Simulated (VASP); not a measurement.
# BaF2 (Fm-3m) in VASP: further runs

Runs on BaF2. Level: PBE. Tasks: single point.

Program: VASP 6.6.1. These are calculated values, not measurements. Logs are shortened: lines on timing, memory, paths and dates and some standing lists are left out, and cuts for length are marked.

**1. The cell of the first run**

The structure is cubic, space group Fm-3m (No. 225). Conventional cell: a = 6.053 Å, b = 6.053 Å, c = 6.053 Å, α = 90.00°, β = 90.00°, γ = 90.00°. Ba (site symmetry m-3m) has 8 F at 2.62 Å within 3.5 Å. Within 3.5 Å of F (site symmetry -43m) lie 4 Ba at 2.62 Å and 6 F at 3.03 Å.

**2. Single point, PBE (18.48 Å³/atom)**

Contents of INCAR:

```
SYSTEM = BaF2
PREC     = Accurate       ! precision mode
ENCUT    = 600            ! plane-wave cutoff, eV
EDIFF    = 1E-6           ! SCF threshold, eV
ISMEAR   = 0              ! smearing method
SIGMA    = 0.02           ! smearing width, eV
LREAL    = .FALSE.        ! projectors in reciprocal space
LASPH    = .TRUE.         ! aspherical terms in the spheres
NELM     = 120            ! most SCF steps
ALGO     = Normal         ! electronic algorithm
ISIF     = 2              ! what is computed and relaxed
LWAVE    = .FALSE.        ! write WAVECAR
LCHARG   = .FALSE.        ! write CHGCAR
GGA      = PE             ! functional
NBANDS   = 19             ! bands
GGA_COMPAT= .FALSE.
```

Contents of KPOINTS:

```
regular mesh
0
G
  6 6 6
  0 0 0
```

Contents of POSCAR:

```
BaF2
1.0
    0.0000000000      3.0263506594      3.0263506594
    3.0263506594      0.0000000000      3.0263506594
    3.0263506594      3.0263506594      0.0000000000
Ba F
1 2
Direct
    0.0000000000      0.0000000000      0.0000000000
    0.2500000000      0.2500000000      0.2500000000
    0.7500000000      0.7500000000      0.7500000000
```

Potentials or basis: VASP PAW PBE potentials, release 64 (Ba_sv, F).

The run is started by

```
> cat potpaw_PBE.64/Ba_sv/POTCAR potpaw_PBE.64/F/POTCAR > POTCAR
> mpirun -np 1 vasp_std > vasp.out
```

OUTCAR:

```text
SYSTEM = BaF2
   PREC = Accurate
   ENCUT = 600
   EDIFF = 1E-6
   ISMEAR = 0
   LREAL = .FALSE.
   LASPH = .TRUE.
   NELM = 120
   ISIF = 2
   GGA = PE

 ion  position               nearest neighbor table
   1  0.000  0.000  0.000-   3 2.62   2 2.62   3 2.62   2 2.62   3 2.62   3 2.62   2 2.62   2 2.62

   2  0.250  0.250  0.250-   1 2.62   1 2.62   1 2.62   1 2.62
   3  0.750  0.750  0.750-   1 2.62   1 2.62   1 2.62   1 2.62

  LATTYP: Found a face centered cubic cell.
 ALAT       =     6.0527013188

  Lattice vectors:

 A1 = (   0.0000000000,   3.0263506594,   3.0263506594)
 A2 = (   3.0263506594,   0.0000000000,   3.0263506594)
 A3 = (   3.0263506594,   3.0263506594,   0.0000000000)

Analysis of symmetry for initial positions (statically):
=====================================================================
 Subroutine PRICEL returns:
 Original cell was already a primitive cell.

 Routine SETGRP: Setting up the symmetry group for a
 face centered cubic supercell.

 Subroutine GETGRP returns: Found 48 space group operations
 (whereof 48 operations were pure point group operations)
 out of a pool of 48 trial point group operations.

The static configuration has the point symmetry O_h .

Analysis of symmetry for dynamics (positions and initial velocities):
=====================================================================
 Subroutine PRICEL returns:
 Original cell was already a primitive cell.

 Routine SETGRP: Setting up the symmetry group for a
 face centered cubic supercell.

 Subroutine GETGRP returns: Found 48 space group operations
 (whereof 48 operations were pure point group operations)
 out of a pool of 48 trial point group operations.

The dynamic configuration has the point symmetry O_h .

 Subroutine INISYM returns: Found 48 space group operations
 (whereof 48 operations are pure point group operations),
 and found     1 'primitive' translations

----------------------------------------------------------------------------------------

                                     Primitive cell

  volume of cell :      55.4355

  direct lattice vectors                    reciprocal lattice vectors
     0.000000000  3.026350659  3.026350659    -0.165215488  0.165215488  0.165215488
     3.026350659  0.000000000  3.026350659     0.165215488 -0.165215488  0.165215488
     3.026350659  3.026350659  0.000000000     0.165215488  0.165215488 -0.165215488

  length of vectors
     4.279906147  4.279906147  4.279906147     0.286161619  0.286161619  0.286161619

  position of ions in fractional coordinates (direct lattice)
     0.000000000  0.000000000  0.000000000
     0.250000000  0.250000000  0.250000000
     0.750000000  0.750000000  0.750000000

  ion indices of the primitive-cell ions
   primitive index   ion index
                 1           1
                 2           2
                 3           3

----------------------------------------------------------------------------------------

 KPOINTS: regular mesh

Automatic generation of k-mesh.
 Grid dimensions read from file:
 generate k-points for:    6    6    6

 Generating k-lattice:

  Cartesian coordinates                     Fractional coordinates (reciprocal lattice)
    -0.027535915  0.027535915  0.027535915     0.166666667  0.000000000  0.000000000
     0.027535915 -0.027535915  0.027535915     0.000000000  0.166666667  0.000000000
     0.027535915  0.027535915 -0.027535915     0.000000000  0.000000000  0.166666667

  Length of vectors
     0.047693603  0.047693603  0.047693603

  Shift w.r.t. Gamma in fractional coordinates (k-lattice)
     0.000000000  0.000000000  0.000000000

 Subroutine IBZKPT returns following result:
 ===========================================

 Found     16 irreducible k-points:

 Following reciprocal coordinates:
            Coordinates               Weight
  0.000000  0.000000  0.000000      1.000000
  0.166667  0.000000  0.000000      8.000000
  0.333333  0.000000  0.000000      8.000000
  0.500000  0.000000  0.000000      4.000000
  0.166667  0.166667  0.000000      6.000000
  0.333333  0.166667  0.000000     24.000000
[... 8 lines left out ...]
 -0.333333  0.333333  0.166667     24.000000
 -0.333333  0.500000  0.166667     12.000000
   k-points           NKPTS =     16   k-points in BZ     NKDIM =     16   number of bands    NBANDS=     19
   number of dos      NEDOS =    301   number of ions     NIONS =      3
   total plane-waves  NPLWV =  46656
   dimension x,y,z NGX =    36 NGY =   36 NGZ =   36
   dimension x,y,z NGXF=    72 NGYF=   72 NGZF=   72
   ions per type =               1   2
   NGX,Y,Z   is equivalent  to a cutoff of  13.98, 13.98, 13.98 a.u.
   NGXF,Y,Z  is equivalent  to a cutoff of  27.97, 27.97, 27.97 a.u.
 SYSTEM =  BaF2
   PREC   = accura    normal or accurate (medium, high low for compatibility)
   ISTART =      0    job   : 0-new  1-cont  2-samecut
   ICHARG =      2    charge: 1-file 2-atom 10-const
   ISPIN  =      1    spin polarized calculation?
   LNONCOLLINEAR =      F non collinear calculations
   LSORBIT =      F    spin-orbit coupling
   LASPH  =      T    aspherical Exc in radial PAW
   ENCUT  =  600.0 eV  44.10 Ry    6.64 a.u.   8.55  8.55  8.55*2*pi/ulx,y,z
   NELM   =    120;   NELMIN=  2; NELMDL= -5     # of ELM steps
   EDIFF  = 0.1E-05   stopping-criterion for ELM
   LREAL  =      F    real-space projection
   EDIFFG = 0.1E-04   stopping-criterion for IOM
   NSW    =      0    number of steps for IOM
   IBRION =     -1    ionic relax: 0-MD 1-quasi-New 2-CG
   NFREE  =      0    steps in history (QN), initial steepest desc. (CG)
   ISIF   =      2    stress and relaxation
   ISYM   =      2    0-nonsym 1-usesym 2-fastsym
   POTIM  = 0.5000    time-step for ionic-motion
   TEBEG  =    0.0;   TEEND  =   0.0 temperature during run
   PSTRESS=    0.0 pullay stress
   NELECT =      24.0000    total number of electrons
   NUPDOWN=      -1.0000    fix difference up-down
   EMIN   =  10.00;   EMAX   =-10.00  energy-range for DOS
   EFERMI =   0.00;   METHOD = LEGACY
   ISMEAR =     0;   SIGMA  =   0.02  broadening in eV -4-tet -1-fermi 0-gaus
   EFERMI_NEDOS =   21; number of points for ismear=-14 and -15
   IALGO  =     38    algorithm
   IMIX   =      4    mixing-type and parameters
     AMIX     =   0.40;   BMIX     =  1.00
     AMIX_MAG =   1.60;   BMIX_MAG =  1.00
  volume/ion in A,a.u.               =      18.48       124.70
  Fermi-wavevector in a.u.,A,eV,Ry     =   1.238462  2.340354 20.868452  1.533788
  Thomas-Fermi vector in A             =   2.372986
   LORBIT       =      0    0 simple, 1 ext, 2 COOP (PROOUT), +10 PAW based schemes
   GGA     = PE    functional components
   LHFCALC =     F    Hartree Fock is set to
   AEXX    =    0.0000 exact exchange contribution
   IVDW    =     0    specifies the selected vdW correction
   LEPSILON=     F    determine dielectric tensor
   LRPA    =     F    only Hartree local field effects (RPA)
 non-spin polarized calculation
 Gauss-broadening in eV      SIGMA  =   0.02
  energy-cutoff  :      600.00
  volume of cell :       55.44
 maximum number of plane-waves:      1874
 NGX is ok and might be reduce to    36
   NGX = 17   NGY = 17   NGZ = 17

 number of electron      23.9999992 magnetization

 Free energy of the ion-electron system (eV)
  ---------------------------------------------------
  ext. energy  EPLUGINS =         0.00000000
  ---------------------------------------------------
  free energy    TOTEN  =       -16.97906942 eV

  energy without entropy =      -16.97906942  energy(sigma->0) =      -16.97906942

 E-fermi :  -1.6294     XC(G=0):  -9.0369

 val. band max:       -1.7792369825   @ k =  -0.1667   0.1667   0.0000
 cond. band min:       5.3237862839   @ k =   0.0000   0.0000   0.0000
 fundamental gap:      7.1030232664
 Fermi energy:        -1.6294103175

 k-point     1 :       0.0000    0.0000    0.0000
  band No.  band energies     occupation
      1     -24.7157      2.00000
      2     -20.8162      2.00000
      3     -20.6397      2.00000
      4      -9.4195      2.00000
      5      -9.4195      2.00000
      6      -9.4195      2.00000
[... 11 lines left out ...]
     18      10.2155      0.00000
     19      14.1720      0.00000

 k-point     2 :       0.1667    0.0000    0.0000
  band No.  band energies     occupation
      1     -24.6410      2.00000
      2     -20.8505      2.00000
      3     -20.7328      2.00000
      4      -9.4823      2.00000
      5      -9.4757      2.00000
      6      -9.4757      2.00000
[... 11 lines left out ...]
     18      10.2342      0.00000
     19      13.1284      0.00000

 k-point     3 :       0.3333    0.0000    0.0000
  band No.  band energies     occupation
      1     -24.4781      2.00000
      2     -21.0038      2.00000
      3     -20.8481      2.00000
      4      -9.5834      2.00000
      5      -9.5819      2.00000
      6      -9.5819      2.00000
[... 11 lines left out ...]
     18      10.3092      0.00000
     19      12.3276      0.00000

 k-point     4 :       0.5000    0.0000    0.0000
  band No.  band energies     occupation
      1     -24.3883      2.00000
      2     -21.1184      2.00000
      3     -20.8766      2.00000
      4      -9.6323      2.00000
      5      -9.6323      2.00000
      6      -9.6242      2.00000
[... 11 lines left out ...]
     18      10.3736      0.00000
     19      12.9548      0.00000

 k-point     5 :       0.1667    0.1667    0.0000
  band No.  band energies     occupation
      1     -24.6156      2.00000
      2     -20.8551      2.00000
      3     -20.7706      2.00000
      4      -9.5615      2.00000
      5      -9.5615      2.00000
      6      -9.3668      2.00000
[... 11 lines left out ...]
     18      10.3164      0.00000
     19      14.2430      0.00000

 k-point     6 :       0.3333    0.1667    0.0000
  band No.  band energies     occupation
      1     -24.4797      2.00000
      2     -20.9547      2.00000
      3     -20.8943      2.00000
      4      -9.6795      2.00000
      5      -9.6783      2.00000
      6      -9.3943      2.00000
[... 11 lines left out ...]
     18      10.4745      0.00000
     19      12.9350      0.00000

 k-point     7 :       0.5000    0.1667    0.0000
  band No.  band energies     occupation
      1     -24.3598      2.00000
      2     -21.1005      2.00000
      3     -20.9397      2.00000
      4      -9.7142      2.00000
      5      -9.7139      2.00000
      6      -9.5191      2.00000
[... 11 lines left out ...]
     18      10.7886      0.00000
     19      12.8481      0.00000

 k-point     8 :      -0.3333    0.1667    0.0000
  band No.  band energies     occupation
      1     -24.3906      2.00000
      2     -21.0565      2.00000
      3     -20.9357      2.00000
      4      -9.6472      2.00000
      5      -9.6355      2.00000
      6      -9.6192      2.00000
[... 80 lines left out ...]
 k-point    12 :      -0.3333    0.3333    0.0000
  band No.  band energies     occupation
      1     -24.2984      2.00000
      2     -21.0983      2.00000
      3     -21.0376      2.00000
      4      -9.7909      2.00000
      5      -9.7797      2.00000
      6      -9.4781      2.00000
[... 11 lines left out ...]
     18      12.1731      0.00000
     19      13.6334      0.00000

 k-point    13 :       0.5000    0.5000    0.0000
  band No.  band energies     occupation
      1     -24.2669      2.00000
      2     -21.2101      2.00000
      3     -20.9689      2.00000
      4      -9.9408      2.00000
      5      -9.9408      2.00000
      6      -9.1850      2.00000
[... 11 lines left out ...]
     18      11.8743      0.00000
     19      13.8420      0.00000

 k-point    14 :       0.5000    0.3333    0.1667
  band No.  band energies     occupation
      1     -24.3616      2.00000
      2     -21.0490      2.00000
      3     -20.9881      2.00000
      4      -9.8193      2.00000
      5      -9.7014      2.00000
      6      -9.4303      2.00000
[... 11 lines left out ...]
     18      11.2809      0.00000
     19      13.3546      0.00000

 k-point    15 :      -0.3333    0.3333    0.1667
  band No.  band energies     occupation
      1     -24.2984      2.00000
      2     -21.0987      2.00000
      3     -21.0372      2.00000
      4      -9.8863      2.00000
      5      -9.5821      2.00000
      6      -9.5804      2.00000
[... 11 lines left out ...]
     18      12.2040      0.00000
     19      13.0543      0.00000

 k-point    16 :      -0.3333    0.5000    0.1667
  band No.  band energies     occupation
      1     -24.2668      2.00000
      2     -21.1517      2.00000
      3     -21.0312      2.00000
      4      -9.9599      2.00000
      5      -9.7530      2.00000
      6      -9.3752      2.00000
[... 11 lines left out ...]
     18      13.4312      0.00000
     19      13.7968      0.00000

------------------------ aborting loop because EDIFF is reached ----------------------------------------

  FORCE on cell =-STRESS in cart. coord.  units (eV):
  Direction    XX          YY          ZZ          XY          YZ          ZX
  --------------------------------------------------------------------------------------
  -------------------------------------------------------------------------------------
  Total        2.7044006      2.7044006      2.7044006      0.0000000     -0.0000000      0.0000000
  in kB       78.1616771     78.1616771     78.1616771      0.0000000     -0.0000000      0.0000000
  external PRESSURE =      78.1616771 kB  Pullay stress =       0.0000000 kB

 VOLUME and BASIS-vectors are now :
 -----------------------------------------------------------------------------
  energy-cutoff  :      600.00
  volume of cell :       55.44
      direct lattice vectors                 reciprocal lattice vectors
     0.000000000  3.026350659  3.026350659    -0.165215488  0.165215488  0.165215488
     3.026350659  0.000000000  3.026350659     0.165215488 -0.165215488  0.165215488
     3.026350659  3.026350659  0.000000000     0.165215488  0.165215488 -0.165215488

 POSITION                                       TOTAL-FORCE (eV/Angst)
 -----------------------------------------------------------------------------------
      0.00000      0.00000      0.00000        -0.000000     -0.000000     -0.000000
      1.51318      1.51318      1.51318         0.000000     -0.000000      0.000000
      4.53953      4.53953      4.53953        -0.000000      0.000000     -0.000000
 -----------------------------------------------------------------------------------
    total drift:                                0.000000      0.000000      0.000000

  FREE ENERGIE OF THE ION-ELECTRON SYSTEM (eV)
  ---------------------------------------------------
  free  energy   TOTEN  =       -16.9790694170 eV

  energy  without entropy=      -16.9790694170  energy(sigma->0) =      -16.97906942
```

Wall time 27 s (1 thread of AMD EPYC 7R13, shared host); peak memory 0.18 GiB.

Results:

- Free energy: -16.9791 eV
- Pressure: 7.8 GPa
- Band gap on the k mesh: 7.10 eV (least direct gap 7.20 eV)

Caveat: the cell stands under pressure; spin-orbit coupling is left out, which moves the levels of the heavy elements. A k mesh can miss the band edges.

**3. Single point, PBE (17.87 Å³/atom)**

This run uses another cell than the first one, of 17.87 Å³/atom.

Contents of INCAR:

```
SYSTEM = BaF2
  PREC = Accurate
  ENCUT = 600
  EDIFF = 1E-6
  ISMEAR = 0
  SIGMA = 0.02
  LREAL = .FALSE.
  LASPH = .TRUE.
  NELM = 120
  ALGO = Normal
  ISIF = 2
  LWAVE = .FALSE.
  LCHARG = .TRUE.
  GGA = PE
  LELF = .TRUE.
  LVHAR = .TRUE.
  NBANDS = 19
  GGA_COMPAT = .FALSE.
```

KPOINTS is that of step 2.

Contents of POSCAR:

```
BaF2
1.0
    0.0000000000      2.9927217575      2.9927217575
    2.9927217575      0.0000000000      2.9927217575
    2.9927217575      2.9927217575      0.0000000000
Ba F
1 2
Direct
    0.0000000000      0.0000000000      0.0000000000
    0.2500000000      0.2500000000      0.2500000000
    0.7500000000      0.7500000000      0.7500000000
```

Potentials or basis: VASP PAW PBE potentials, release 64 (Ba_sv, F).

The run is started by

```
> cat potpaw_PBE.64/Ba_sv/POTCAR potpaw_PBE.64/F/POTCAR > POTCAR
> mpirun -np 1 vasp_std > vasp.out
```

Wall time 33 s (1 thread of AMD EPYC 7R13, shared host); peak memory 0.18 GiB.

It converged, with:

- Free energy: -16.8685 eV
- Pressure: 11.1 GPa
- Band gap on the k mesh: 7.25 eV (least direct gap 7.37 eV)

Levels at points of the mesh, in eV from the valence-band top:
```tsv
k point	band 8	band 9	band 10	band 11	band 12	band 13	band 14	band 15	band 16	band 17
(0.00, 0.00, 0.00)	-1.84	-1.84	-0.12	-0.12	-0.12	7.25	9.57	9.57	12.27	12.27
(0.50, 0.00, 0.00)	-1.37	-0.78	-0.33	-0.14	-0.14	9.61	9.61	9.77	10.21	12.41
(0.50, 0.50, 0.00)	-0.50	-0.50	-0.23	-0.22	-0.22	7.44	9.56	11.32	12.82	12.82
```

Caveat: the cell stands under pressure; spin-orbit coupling is left out, which moves the levels of the heavy elements. Expect the measured gap to be larger: semilocal functionals such as PBE lack the derivative discontinuity.

**4. Single point, PBE (19.09 Å³/atom)**

This run uses another cell than the first one, of 19.09 Å³/atom.

Edit INCAR of step 3 so:

```diff
@@ -12,6 +12,4 @@
   LWAVE = .FALSE.
-  LCHARG = .TRUE.
+  LCHARG = .FALSE.
   GGA = PE
-  LELF = .TRUE.
-  LVHAR = .TRUE.
   NBANDS = 19
```

Contents of KPOINTS:

```
Automatic mesh
0
G
  6 6 6
  0 0 0
```

Contents of POSCAR:

```
BaF2
1.0
    0.0000000000      3.0592483526      3.0592483526
    3.0592483526      0.0000000000      3.0592483526
    3.0592483526      3.0592483526      0.0000000000
Ba F
1 2
Direct
    0.0000000000      0.0000000000      0.0000000000
    0.2500000000      0.2500000000      0.2500000000
    0.7500000000      0.7500000000      0.7500000000
```

The run is started by

```
> cat potpaw_PBE.64/Ba_sv/POTCAR potpaw_PBE.64/F/POTCAR > POTCAR
> mpirun -np 1 vasp_std > vasp.out
```

Wall time 33 s (1 thread of AMD EPYC 7R13, shared host); peak memory 0.17 GiB.

Results (log left out):

| Quantity | Value |
| --- | --- |
| Free energy | -17.0556 eV |
| Pressure | 5.1 GPa |
| Band gap on the k mesh | 6.96 eV (least direct gap 7.04 eV) |

Levels at points of the mesh, in eV from the valence-band top:
| k point | band 8 | band 9 | band 10 | band 11 | band 12 | band 13 | band 14 | band 15 | band 16 | band 17 |
| --- | --- | --- | --- | --- | --- | --- | --- | --- | --- | --- |
| (0.00, 0.00, 0.00) | -1.60 | -1.60 | -0.08 | -0.08 | -0.08 | 6.96 | 9.34 | 9.34 | 11.72 | 11.72 |
| (0.50, 0.00, 0.00) | -1.18 | -0.70 | -0.34 | -0.15 | -0.15 | 9.35 | 9.35 | 9.36 | 9.96 | 11.90 |
| (0.50, 0.50, 0.00) | -0.40 | -0.40 | -0.29 | -0.29 | -0.15 | 7.33 | 9.22 | 10.92 | 12.28 | 12.28 |

Caveat: the cell stands under pressure; spin-orbit coupling is left out, which moves the levels of the heavy elements. A k mesh can miss the band edges.

**5. Overview**

| cell | gap on the mesh (eV) | pressure (GPa) |
| --- | --- | --- |
| a = 4.280 Å, angles 60.0°, 3 atoms | 7.10 | 7.8 |
| a = 4.232 Å, angles 60.0°, 3 atoms | 7.25 | 11.1 |
| a = 4.326 Å, angles 60.0°, 3 atoms | 6.96 | 5.1 |

Alike in all rows: task single point; level PBE; potentials or basis VASP PAW PBE potentials, release 64 (Ba_sv, F); no spin polarisation; k mesh 6 × 6 × 6; cutoff (eV) 600; smearing gaussian 0.02 eV.

Caveats: the cell stands under pressure; spin-orbit coupling is left out, which moves the levels of the heavy elements.

Absolute energies hang on the potentials; compare differences alone.
